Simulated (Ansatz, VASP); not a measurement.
**Sc: VASP beside Ansatz**

```
CELL_PARAMETERS angstrom
2.63747 0.00000 0.00000
0.00000 2.63747 0.00000
0.00000 0.00000 2.63747
ATOMIC_POSITIONS crystal
Sc 0.00000 0.00000 0.00000
```

Change from the starting cell: volume scaled by 0.7, LAPW.

Alike in both runs: task single point; functional PBE; k mesh 13 × 13 × 13; occupations fermi-dirac, width 0.08 eV; no spin polarisation.

|  | VASP | Ansatz |
| --- | --- | --- |
| version | VASP 6.6.1 | Ansatz 0.2.0 |
| potentials or method | VASP PAW PBE potentials, release 64 (Sc_sv), cutoff 520 eV | all-electron LAPW, scalar-relativistic |

Ansatz gave:

- pressure (GPa): 21.1

Problem. Estimate VASP's values.

Solution. Pressure (GPa): 21.4.

Ansatz ran all-electron here, and VASP with PAW potentials.
